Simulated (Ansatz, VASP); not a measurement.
**Two plane-wave programs on C**

```
C
1.0
     3.59659   -4.33029    0.00000
     3.59659    4.33029    0.00000
     0.00000    0.00000    2.52181
C
12
Direct
  0.26053 0.36091 0.75000
  0.36091 0.26053 0.25000
  0.58502 0.00014 0.75000
  0.73671 0.26329 0.75000
  0.36644 0.63356 0.75000
  0.26329 0.73671 0.25000
  0.41498 0.99986 0.25000
  0.63356 0.36644 0.25000
  0.73947 0.63909 0.25000
  0.00014 0.58502 0.25000
  0.99986 0.41498 0.75000
  0.63909 0.73947 0.75000
```

Alike in both runs: functional PBE; k mesh 4 × 4 × 6; occupations gaussian, width 0.1 eV; no spin polarisation.

Ansatz relaxed the structure, and its values are those at the end. VASP's run is a single point on that final structure, the one shown.

```csv
,VASP,Ansatz
version,VASP 6.6.1,Ansatz 0.2.0
potentials or method,"VASP PAW PBE potentials, release 64 (C), cutoff 520 eV","scalar-relativistic, plane waves, PAW"
valence electrons in the cell,48,48
```

VASP gave:

* gap on the k mesh at the Fermi level (eV): 4.06
* least direct gap on the mesh (eV): 4.06
* pressure (GPa): 0.7
* rms of the force components (eV/Å): 0.011

**Question.** Which values does Ansatz return?

**Answer.** gap on the k mesh at the Fermi level (eV): 4.07; least direct gap on the mesh (eV): 4.07; pressure (GPa): 0.1; rms of the force components (eV/Å): 0.002.
